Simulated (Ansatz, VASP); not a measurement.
This is a calculation of Os for Ansatz 0.2.0.

File input.yaml:

```yaml
crystal:
  lattice:
    - [5.0015570292, 0.0, 0.0]
    - [0.0, 4.5496834207, 0.0]
    - [-1.3547641888, 0.0, 4.8436808916]
  atoms:
    - { symbol: Os, position: [0.8620818, 0.15804338, 0.13869562] }
    - { symbol: Os, position: [0.1379182, 0.65804338, 0.36130438] }
    - { symbol: Os, position: [0.1379182, 0.84195662, 0.86130438] }
    - { symbol: Os, position: [0.8620818, 0.34195662, 0.63869562] }
    - { symbol: Os, position: [0.39332799, 0.16178954, 0.29599524] }
    - { symbol: Os, position: [0.60667201, 0.66178954, 0.20400476] }
    - { symbol: Os, position: [0.60667201, 0.83821046, 0.70400476] }
    - { symbol: Os, position: [0.39332799, 0.33821046, 0.79599524] }
hamiltonian:
  xc: pbe
  pseudopotentials: { kind: paw }
kpoints:
  mp_grid: { grid: [6, 6, 6] }
scf:
  occupations: { method: fermi_dirac, width: 0.05 }
output:
  forces: true
  stress: true
  eigenvalues: true
```

Potentials or basis: Ansatz PAW.

Run with:

```sh
$ ansatz run input.yaml --threads 4 --pin off --max-ram 10240MiB --backend cpu --events-out ev --progress --plain --runs-dir out
```

Q: Translate it to VASP 6.6.1. Potentials there: VASP PAW PBE potentials, release 64 (Os).

A: As run (the cutoff follows the program's own potentials):

Contents of INCAR:

```
SYSTEM = Os
  PREC = Accurate
  ENCUT = 520
  EDIFF = 1E-7
  ISMEAR = -1
  SIGMA = 0.05
  LREAL = .FALSE.
  LASPH = .TRUE.
  NELM = 100
  ALGO = Fast
  ISIF = 2
  LWAVE = .FALSE.
  LCHARG = .FALSE.
  GGA = PE
  NBANDS = 42
```

KPOINTS

```
regular mesh
0
G
  6 6 6
  0 0 0
```

File POSCAR:

```
Os
1.0
    5.0015570292      0.0000000000      0.0000000000
    0.0000000000      4.5496834207      0.0000000000
   -1.3547641888      0.0000000000      4.8436808916
Os
8
Direct
    0.8620818000      0.1580433800      0.1386956200
    0.1379182000      0.6580433800      0.3613043800
    0.1379182000      0.8419566200      0.8613043800
    0.8620818000      0.3419566200      0.6386956200
    0.3933279900      0.1617895400      0.2959952400
    0.6066720100      0.6617895400      0.2040047600
    0.6066720100      0.8382104600      0.7040047600
    0.3933279900      0.3382104600      0.7959952400
```

Potentials or basis: VASP PAW PBE potentials, release 64 (Os).

Launch:

```sh
$ cat potpaw_PBE.64/Os/POTCAR > POTCAR
$ mpirun -np 1 vasp_std > vasp.out
```

Both were run:

|  | VASP | Ansatz | Ansatz less VASP |
| --- | --- | --- | --- |
| gap on the k mesh at the Fermi level (eV) | none | none | - |
| rms of the force components (eV/Å) | 0.144 | 0.135 | -0.0086 |

Atom by atom the forces differ by 0.015 eV/Å (rms over components). A gap of «none» marks a metal or a gap that the smearing closes. VASP's potentials hold 64 valence electrons a cell and Ansatz's 128, so a difference there can come from the potentials and not from the codes.

Spin-orbit coupling is off throughout.
